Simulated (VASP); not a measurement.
The system is H.

```
H
1.0
     2.37842   -2.25408    0.00000
     2.37842    2.25408    0.00000
     0.00000    0.00000    4.51236
H
4
Direct
  0.94000 0.06000 0.05771
  0.44000 0.56000 0.44229
  0.56000 0.44000 0.55771
  0.06000 0.94000 0.94229
```

* Program: VASP 6.6.1
* Task: relaxation of cell and atoms
* Functional: PBE
* Potentials or basis: VASP PAW PBE potentials, release 64 (H_h)
* Cutoff: 1230 eV
* k mesh: 6 × 6 × 4
* Occupations: gaussian, width 0.02 eV
* Spin: no spin polarisation

At the start: pressure 0.3 GPa; volume 12.10 Å³/atom.

Problem. Where does the relaxation end?

Solution. Over 14 steps the energy falls by 2.2 meV/atom and the volume is 14.98 Å³/atom (+23.9 %); space group Cmce (No. 64, to 0.1 Å) before and after.

Step by step:
```
step  energy change (eV)  largest force (eV/Å)  pressure (GPa)  volume (Å³)
   1              0.0000                0.0230            0.26        48.38
   2             -0.0002                0.0314            0.34        48.52
   3             -0.0003                0.0775            0.41        48.63
   4             -0.0004                0.0772            0.41        48.67
   5             -0.0005                0.0763            0.40        48.76
   6             -0.0009                0.0746            0.39        48.96
   7             -0.0015                0.0714            0.37        49.35
   8             -0.0028                0.0656            0.33        50.14
   9             -0.0048                0.0565            0.26        51.75
  10             -0.0074                0.0477            0.15        55.07
  11             -0.0082                0.0679            0.05        62.13
  12             -0.0085                0.0656            0.08        59.96
  13             -0.0030                0.4283           -0.59        59.72
  14             -0.0086                0.0001           -0.01        59.93
```

Final structure:
```
H
1.0
     2.56296   -2.40989    0.00000
     2.56296    2.40989    0.00000
     0.00000    0.00000    4.85162
H
4
Direct
  0.94419 0.05581 0.05397
  0.44419 0.55581 0.44603
  0.55581 0.44419 0.55397
  0.05581 0.94419 0.94603
```

Caveat: the volume moved by over 15 % at a fixed basis, so the end points are rough; this functional lacks dispersion, which holds the molecules together, so the pressure and a relaxed volume are unreliable.
